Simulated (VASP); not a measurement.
Input of a VASP 6.6.1 run:

File INCAR:

```
SYSTEM = MgSe
ALGO     = Normal         ! electronic algorithm
EDIFF    = 1E-6           ! SCF threshold, eV
ENCUT    = 600            ! plane-wave cutoff, eV
GGA      = PS             ! functional
GGA_COMPAT= .False.      
ISIF     = 2              ! what is computed and relaxed
ISMEAR   = 0              ! smearing method
LASPH    = .True.         ! aspherical terms in the spheres
LCHARG   = .False.        ! write CHGCAR
LREAL    = .False.        ! projectors in reciprocal space
LWAVE    = .False.        ! write WAVECAR
NBANDS   = 11             ! bands
NELM     = 120            ! most SCF steps
PREC     = Accurate       ! precision mode
SIGMA    = 0.01           ! smearing width, eV
```

Contents of KPOINTS:

```
k-points
0
Gamma
  6 6 6
  0 0 0
```

Contents of POSCAR:

```
MgSe
1.0
    0.0000000000      2.7362693762      2.7362693762
    2.7362693762      0.0000000000      2.7362693762
    2.7362693762      2.7362693762      0.0000000000
Mg Se
1 1
Direct
    0.0000000000      0.0000000000      0.0000000000
    0.5000000000      0.5000000000      0.5000000000
```

Potentials or basis: VASP PAW PBE potentials, release 64 (Mg, Se).

Launch:

```bash
$ cat potpaw_PBE.64/Mg/POTCAR potpaw_PBE.64/Se/POTCAR > POTCAR
$ mpirun -np 1 vasp_std > vasp.out
```

Q: Estimate the pressure.

A: -0.8 GPa.

Q: Estimate the band gap on the k mesh.

A: 1.74 eV (least direct gap 2.42 eV).

Caveat: the PAW data sets were made with another functional, which shifts forces and pressure a little. A k mesh can miss the band edges.
